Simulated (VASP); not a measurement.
# P in VASP: single point with PBE+D3(BJ)

Aim: the single point of P with PBE+D3(BJ).

All numbers are computed with VASP 6.6.1; they aren't measurements. Logs are shortened: lines on timing, memory, paths and dates and some standing lists are left out, and cuts for length are marked.

## 1. The cell of the first run

The cell holds a slab with vacuum, 8 atoms: a = 3.296 Å, b = 4.439 Å, c = 21.746 Å, α = 90.00°, β = 90.00°, γ = 90.00°.

## 2. Single point, PBE+D3(BJ)

INCAR

```
PREC = Accurate
ENCUT = 520
EDIFF = 1E-7
ISMEAR = 0
SIGMA = 0.05
LREAL = False
LASPH = True
NELM = 80
ALGO = Normal
ISIF = 2
LWAVE = False
LCHARG = False
LDIPOL = True
IDIPOL = 3
DIPOL = 0.5 0.5 0.390
GGA = PE
IVDW = 12
NBANDS = 30
```

KPOINTS

```
Automatic mesh
0
Gamma
  8 6 1
```

POSCAR

```
P
1.0
    3.2961869629      0.0000000000      0.0000000000
    0.0000000000      4.4391557027      0.0000000000
    0.0000000000      0.0000000000     21.7461973615
P
8
Direct
    0.5000000000      0.9174951453      0.2069327306
    0.0000000000      0.5825048547      0.2069327306
    0.5000000000      0.0825048547      0.3045635322
    0.0000000000      0.4174951453      0.3045635322
    0.5000000000      0.0825048547      0.4751680723
    1.0000000000      0.4174951453      0.4751680723
    0.5000000000      0.9174951453      0.5727988740
    1.0000000000      0.5825048547      0.5727988740
```

Potentials or basis: VASP PAW PBE potentials, release 64 (P).

Run with:

```bash
$ cat potpaw_PBE.64/P/POTCAR > POTCAR
$ mpirun -np 1 vasp_std > vasp.out
```

OUTCAR:

```text
PREC = Accurate
   ENCUT = 520
   EDIFF = 1E-7
   ISMEAR = 0
   LREAL = False
   LASPH = True
   NELM = 80
   ISIF = 2
   GGA = PE
   IVDW = 12
 IVDW          = 12

 ion  position               nearest neighbor table
   1  0.500  0.917  0.207-   2 2.22   2 2.22   3 2.25
   2  0.000  0.583  0.207-   1 2.22   1 2.22   4 2.25
   3  0.500  0.083  0.305-   4 2.22   4 2.22   1 2.25
   4  0.000  0.417  0.305-   3 2.22   3 2.22   2 2.25
   5  0.500  0.083  0.475-   6 2.22   6 2.22   7 2.25
   6  0.000  0.417  0.475-   5 2.22   5 2.22   8 2.25
   7  0.500  0.917  0.573-   8 2.22   8 2.22   5 2.25
   8  0.000  0.583  0.573-   7 2.22   7 2.22   6 2.25

  LATTYP: Found a simple orthorhombic cell.
 ALAT       =     3.2961869629
 B/A-ratio  =     1.3467548269
 C/A-ratio  =     6.5973798229

  Lattice vectors:

 A1 = (   3.2961869629,   0.0000000000,   0.0000000000)
 A2 = (   0.0000000000,   4.4391557027,   0.0000000000)
 A3 = (   0.0000000000,   0.0000000000,  21.7461973615)

Analysis of symmetry for initial positions (statically):
=====================================================================
 Subroutine PRICEL returns:
 Original cell was already a primitive cell.

 Routine SETGRP: Setting up the symmetry group for a
 simple orthorhombic supercell.

 Subroutine GETGRP returns: Found  8 space group operations
 (whereof  2 operations were pure point group operations)
 out of a pool of  8 trial point group operations.

The static configuration has the point symmetry C_1h.
 The point group associated with its full space group is D_2h.

Analysis of symmetry for dynamics (positions and initial velocities):
=====================================================================
 Subroutine PRICEL returns:
 Original cell was already a primitive cell.

 Routine SETGRP: Setting up the symmetry group for a
 simple orthorhombic supercell.

 Subroutine GETGRP returns: Found  8 space group operations
 (whereof  2 operations were pure point group operations)
 out of a pool of  8 trial point group operations.

The dynamic configuration has the point symmetry C_1h.
 The point group associated with its full space group is D_2h.

 Subroutine INISYM returns: Found  8 space group operations
 (whereof  2 operations are pure point group operations),
 and found     1 'primitive' translations

----------------------------------------------------------------------------------------

                                     Primitive cell

  volume of cell :     318.1966

  direct lattice vectors                    reciprocal lattice vectors
     3.296186963  0.000000000  0.000000000     0.303380849  0.000000000  0.000000000
     0.000000000  4.439155703  0.000000000     0.000000000  0.225268062  0.000000000
     0.000000000  0.000000000 21.746197361     0.000000000  0.000000000  0.045985051

  length of vectors
     3.296186963  4.439155703 21.746197361     0.303380849  0.225268062  0.045985051

  position of ions in fractional coordinates (direct lattice)
     0.500000000  0.917495145  0.206932731
     0.000000000  0.582504855  0.206932731
     0.500000000  0.082504855  0.304563532
     0.000000000  0.417495145  0.304563532
     0.500000000  0.082504855  0.475168072
     0.000000000  0.417495145  0.475168072
     0.500000000  0.917495145  0.572798874
     0.000000000  0.582504855  0.572798874

  ion indices of the primitive-cell ions
   primitive index   ion index
                 1           1
                 2           2
                 3           3
                 4           4
                 5           5
                 6           6
                 7           7
                 8           8

----------------------------------------------------------------------------------------

 KPOINTS: Automatic mesh

Automatic generation of k-mesh.
 Grid dimensions read from file:
 generate k-points for:    8    6    1

 Generating k-lattice:

  Cartesian coordinates                     Fractional coordinates (reciprocal lattice)
     0.037922606  0.000000000  0.000000000     0.125000000  0.000000000  0.000000000
     0.000000000  0.037544677  0.000000000     0.000000000  0.166666667  0.000000000
     0.000000000  0.000000000  0.045985051     0.000000000  0.000000000  1.000000000

  Length of vectors
     0.037922606  0.037544677  0.045985051

  Shift w.r.t. Gamma in fractional coordinates (k-lattice)
     0.000000000  0.000000000  0.000000000

 Subroutine IBZKPT returns following result:
 ===========================================

 Found     20 irreducible k-points:

 Following reciprocal coordinates:
            Coordinates               Weight
  0.000000  0.000000  0.000000      1.000000
  0.125000  0.000000  0.000000      2.000000
  0.250000  0.000000  0.000000      2.000000
  0.375000  0.000000  0.000000      2.000000
  0.500000  0.000000  0.000000      1.000000
  0.000000  0.166667  0.000000      2.000000
[... 12 lines left out ...]
  0.375000  0.500000  0.000000      2.000000
  0.500000  0.500000  0.000000      1.000000
   k-points           NKPTS =     20   k-points in BZ     NKDIM =     20   number of bands    NBANDS=     30
   number of dos      NEDOS =    301   number of ions     NIONS =      8
   total plane-waves  NPLWV = 163296
   dimension x,y,z NGX =    28 NGY =   36 NGZ =  162
   dimension x,y,z NGXF=    56 NGYF=   72 NGZF=  324
   ions per type =               8
   NGX,Y,Z   is equivalent  to a cutoff of  14.12, 13.48, 12.38 a.u.
   NGXF,Y,Z  is equivalent  to a cutoff of  28.24, 26.96, 24.77 a.u.
 SYSTEM =  unknown system
   PREC   = accura    normal or accurate (medium, high low for compatibility)
   ISTART =      0    job   : 0-new  1-cont  2-samecut
   ICHARG =      2    charge: 1-file 2-atom 10-const
   ISPIN  =      1    spin polarized calculation?
   LNONCOLLINEAR =      F non collinear calculations
   LSORBIT =      F    spin-orbit coupling
   LASPH  =      T    aspherical Exc in radial PAW
   ENCUT  =  520.0 eV  38.22 Ry    6.18 a.u.   6.13  8.25 40.43*2*pi/ulx,y,z
   NELM   =     80;   NELMIN=  2; NELMDL= -5     # of ELM steps
   EDIFF  = 0.1E-06   stopping-criterion for ELM
   LREAL  =      F    real-space projection
   EDIFFG = 0.1E-05   stopping-criterion for IOM
   NSW    =      0    number of steps for IOM
   IBRION =     -1    ionic relax: 0-MD 1-quasi-New 2-CG
   NFREE  =      0    steps in history (QN), initial steepest desc. (CG)
   ISIF   =      2    stress and relaxation
   ISYM   =      2    0-nonsym 1-usesym 2-fastsym
   POTIM  = 0.5000    time-step for ionic-motion
   TEBEG  =    0.0;   TEEND  =   0.0 temperature during run
   PSTRESS=    0.0 pullay stress
   NELECT =      40.0000    total number of electrons
   NUPDOWN=      -1.0000    fix difference up-down
   EMIN   =  10.00;   EMAX   =-10.00  energy-range for DOS
   EFERMI =   0.00;   METHOD = LEGACY
   ISMEAR =     0;   SIGMA  =   0.05  broadening in eV -4-tet -1-fermi 0-gaus
   EFERMI_NEDOS =   21; number of points for ismear=-14 and -15
   IALGO  =     38    algorithm
   IMIX   =      4    mixing-type and parameters
     AMIX     =   0.40;   BMIX     =  1.00
     AMIX_MAG =   1.60;   BMIX_MAG =  1.00
  volume/ion in A,a.u.               =      39.77       268.41
  Fermi-wavevector in a.u.,A,eV,Ry     =   0.820093  1.549751  9.150627  0.672552
  Thomas-Fermi vector in A             =   1.931014
   LORBIT       =      0    0 simple, 1 ext, 2 COOP (PROOUT), +10 PAW based schemes
   GGA     = PE    functional components
   LHFCALC =     F    Hartree Fock is set to
   AEXX    =    0.0000 exact exchange contribution
   IVDW    =    12    specifies the selected vdW correction
   LEPSILON=     F    determine dielectric tensor
   LRPA    =     F    only Hartree local field effects (RPA)
 non-spin polarized calculation
 Gauss-broadening in eV      SIGMA  =   0.05
  energy-cutoff  :      520.00
  volume of cell :      318.20
 maximum number of plane-waves:      8606
 NGX is ok and might be reduce to    28
   NGX = 13   NGY = 17   NGZ = 81

 dipolmoment           0.000000      0.000000     -0.000001 electrons x Angstroem

 number of electron      39.9999998 magnetization

 dipolmoment           0.000000      0.000000      0.000000 electrons x Angstroem

 Free energy of the ion-electron system (eV)
  ---------------------------------------------------
  ext. energy  EPLUGINS =         0.00000000
  ---------------------------------------------------
  free energy    TOTEN  =       -42.86626781 eV

  energy without entropy =      -42.86594081  energy(sigma->0) =      -42.86610431

 E-fermi :   0.6070     XC(G=0):  -5.3007

 val. band max:        0.5488137826   @ k =   0.0000   0.0000   0.0000
 cond. band min:       0.6640475231   @ k =   0.0000   0.0000   0.0000
 fundamental gap:      0.1152337404
 Fermi energy:         0.6069719984

 k-point     1 :       0.0000    0.0000    0.0000
  band No.  band energies     occupation
      1     -14.8410      2.00000
      2     -14.7959      2.00000
      3     -12.2767      2.00000
      4     -12.1489      2.00000
      5      -8.7037      2.00000
      6      -8.6754      2.00000
[... 22 lines left out ...]
     29       4.6014      0.00000
     30       4.8735      0.00000

 k-point     2 :       0.1250    0.0000    0.0000
  band No.  band energies     occupation
      1     -14.6540      2.00000
      2     -14.6092      2.00000
      3     -12.0821      2.00000
      4     -11.9544      2.00000
      5      -8.8231      2.00000
      6      -8.7947      2.00000
[... 22 lines left out ...]
     29       4.8017      0.00000
     30       5.0606      0.00000

 k-point     3 :       0.2500    0.0000    0.0000
  band No.  band energies     occupation
      1     -14.0985      2.00000
      2     -14.0545      2.00000
      3     -11.5010      2.00000
      4     -11.3738      2.00000
      5      -9.4173      2.00000
      6      -9.3866      2.00000
[... 22 lines left out ...]
     29       4.8881      0.00000
     30       5.0691      0.00000

 k-point     4 :       0.3750    0.0000    0.0000
  band No.  band energies     occupation
      1     -13.1950      2.00000
      2     -13.1525      2.00000
      3     -10.6223      2.00000
      4     -10.5865      2.00000
      5     -10.5429      2.00000
      6     -10.4163      2.00000
[... 22 lines left out ...]
     29       3.5141      0.00000
     30       3.6812      0.00000

 k-point     5 :       0.5000    0.0000    0.0000
  band No.  band energies     occupation
      1     -11.9934      2.00000
      2     -11.9934      2.00000
      3     -11.9534      2.00000
      4     -11.9534      2.00000
      5      -9.2282      2.00000
      6      -9.2282      2.00000
[... 22 lines left out ...]
     29       3.4859      0.00000
     30       3.4859      0.00000
[... 394 lines left out ...]
     29       4.3684      0.00000
     30       4.3689      0.00000

 k-point    18 :       0.2500    0.5000    0.0000
  band No.  band energies     occupation
      1     -12.9510      2.00000
      2     -12.8828      2.00000
      3     -12.8794      2.00000
      4     -12.8476      2.00000
      5      -8.2068      2.00000
      6      -8.1971      2.00000
[... 22 lines left out ...]
     29       5.6684      0.00000
     30       5.8165      0.00000

 k-point    19 :       0.3750    0.5000    0.0000
  band No.  band energies     occupation
      1     -12.1620      2.00000
      2     -12.1053      2.00000
      3     -12.0984      2.00000
      4     -12.0723      2.00000
      5      -8.8764      2.00000
      6      -8.8472      2.00000
[... 22 lines left out ...]
     29       5.5487      0.00000
     30       5.7822      0.00000

 k-point    20 :       0.5000    0.5000    0.0000
  band No.  band energies     occupation
      1     -11.5692      2.00000
      2     -11.5692      2.00000
      3     -11.5290      2.00000
      4     -11.5290      2.00000
      5      -9.5475      2.00000
      6      -9.5475      2.00000
[... 22 lines left out ...]
     29       5.7628      0.00000
     30       5.7628      0.00000

------------------------ aborting loop because EDIFF is reached ----------------------------------------

 vacuum level on the upper side and lower side of the slab       (xc-potential included)        -0.075        -0.075

 Edisp (eV)   -2.28226

 E8    (eV) :    -0.8935

  FORCE on cell =-STRESS in cart. coord.  units (eV):
  Direction    XX          YY          ZZ          XY          YZ          ZX
  --------------------------------------------------------------------------------------
  -------------------------------------------------------------------------------------
  Total      -0.58857    -0.64759    -0.65070    -0.00000     0.00000     0.00000
  in kB      -2.96357    -3.26073    -3.27640    -0.00000     0.00000     0.00000
  external pressure =       -3.17 kB  Pullay stress =        0.00 kB

 VOLUME and BASIS-vectors are now :
 -----------------------------------------------------------------------------
  energy-cutoff  :      520.00
  volume of cell :      318.20
      direct lattice vectors                 reciprocal lattice vectors
     3.296186963  0.000000000  0.000000000     0.303380849  0.000000000  0.000000000
     0.000000000  4.439155703  0.000000000     0.000000000  0.225268062  0.000000000
     0.000000000  0.000000000 21.746197361     0.000000000  0.000000000  0.045985051

 POSITION                                       TOTAL-FORCE (eV/Angst)
 -----------------------------------------------------------------------------------
      1.64809      4.07290      4.50000         0.000000     -0.019940      0.045183
      0.00000      2.58583      4.50000         0.000000      0.019940      0.045183
      1.64809      0.36625      6.62310        -0.000000     -0.001744     -0.016122
      0.00000      1.85333      6.62310        -0.000000      0.001744     -0.016122
      1.64809      0.36625     10.33310        -0.000000     -0.001744      0.016122
      0.00000      1.85333     10.33310        -0.000000      0.001744      0.016122
      1.64809      4.07290     12.45620         0.000000     -0.019940     -0.045183
      0.00000      2.58583     12.45620         0.000000      0.019940     -0.045183
 -----------------------------------------------------------------------------------
    total drift:                               -0.000000     -0.000000      0.000033

  FREE ENERGIE OF THE ION-ELECTRON SYSTEM (eV)
  ---------------------------------------------------
  free  energy   TOTEN  =       -45.1485299413 eV

  energy  without entropy=      -45.1482029425  energy(sigma->0) =      -45.14836644

 vacuum level on the upper side and lower side of the slab         5.195         5.196
```

It took 9.5 min on 1 thread of Intel Xeon 8259CL, shared host; peak memory 0.44 GiB.

Results:

| Quantity | Value |
| --- | --- |
| Free energy | -45.1485 eV |
| Largest force | 0.049 eV/Å |
| Band gap on the k mesh | 0.12 eV |
| Dispersion energy per atom | -0.285 eV |

Forces in eV/Å, atoms in the order of the input:
```
P    0.000 -0.020  0.045
P    0.000  0.020  0.045
P    0.000 -0.002 -0.016
P    0.000  0.002 -0.016
P    0.000 -0.002  0.016
P    0.000  0.002  0.016
P    0.000 -0.020 -0.045
P    0.000  0.020 -0.045
```

Caveat: semilocal functionals underestimate gaps, and a narrow one can read as zero.
